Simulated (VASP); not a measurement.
Wanted: the native input for a VASP 6.6.1 run.

```yaml
Task: single point
Functional: PBEsol
Potentials_or_basis: VASP PAW PBE potentials, release 64 (C)
Cutoff: 600 eV
k_mesh: 27 × 27 × 25
Occupations: fermi-dirac, width 0.08 eV
Spin: no spin polarisation
Dipole_correction: no
Further_INCAR_settings: ALGO = Normal; EDIFF = 1e-06; NBANDS = 8
```

The structure of C lies in POSCAR:

```
C
1.0
    1.6604358483      0.0000000000      0.0000000000
   -0.8302179242      1.4379796260      0.0000000000
    0.0000000000      0.0000000000      1.4482572306
C
1
Direct
    0.0000000000      0.0000000000      0.0000000000
```

One way to write it, as run:

INCAR

```
SYSTEM = C
PREC = Accurate
ENCUT = 600
EDIFF = 1E-6
ISMEAR = -1
SIGMA = 0.08
LREAL = .False.
LASPH = .True.
NELM = 120
ALGO = Normal
ISIF = 2
LWAVE = .False.
LCHARG = .False.
GGA = PS
NBANDS = 8
GGA_COMPAT = .False.
```

KPOINTS

```
regular mesh
0
Gamma
  27 27 25
  0 0 0
```

Potentials or basis: VASP PAW PBE potentials, release 64 (C).

Command:

```bash
$ cat potpaw_PBE.64/C/POTCAR > POTCAR
$ mpirun -np 1 vasp_std > vasp.out
```

It gave:

* Pressure: 392.0 GPa
* Band gap on the k mesh: zero (band 2 reaches 34.23 eV, above the bottom of band 3 at 11.75 eV)

Caveat: the PAW data sets were made with another functional, which shifts forces and pressure a little.

Wall time 46 s on 1 thread of Intel Xeon 8259CL (shared host), peak memory 0.13 GiB.
